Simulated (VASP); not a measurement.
A run of VASP 6.6.1 is set up as follows.

INCAR

```
  PREC = Accurate
  ENCUT = 520
  EDIFF = 1E-6
  ISMEAR = 0
  SIGMA = 0.15
  LREAL = F
  LASPH = T
  NELM = 60
  ALGO = Fast
  ISIF = 2
  LWAVE = F
  LCHARG = F
  GGA = PS
  NBANDS = 34
```

Contents of KPOINTS:

```
Automatic mesh
0
Gamma
  12 12 12
```

File POSCAR:

```
CoW3
1.0
    3.7617888524      0.0000000000      0.0000000000
    0.0000000000      3.7617888524      0.0000000000
    0.0000000000      0.0000000000      3.7617888524
Co W
1 3
Direct
    0.0000000000      0.0000000000      0.0000000000
    0.0000000000      0.5000000000      0.5000000000
    0.5000000000      0.0000000000      0.5000000000
    0.5000000000      0.5000000000      0.0000000000
```

Potentials or basis: VASP PAW PBE potentials, release 64 (Co, W_sv).

The run is started by

```sh
$ cat potpaw_PBE.64/Co/POTCAR potpaw_PBE.64/W_sv/POTCAR > POTCAR
$ mpirun -np 1 vasp_std > vasp.out
```

Question: Predict the pressure.

Answer: 27.5 GPa.

Caveat: the cell differs from its parent crystal (strain -0.025 along x and y, -0.025 along z); the PAW data sets were made with another functional, which shifts forces and pressure a little; spin-orbit coupling is left out, which moves the levels of the heavy elements. Spin polarisation is off, so any magnetic state and its effect on volume and gap are missing.
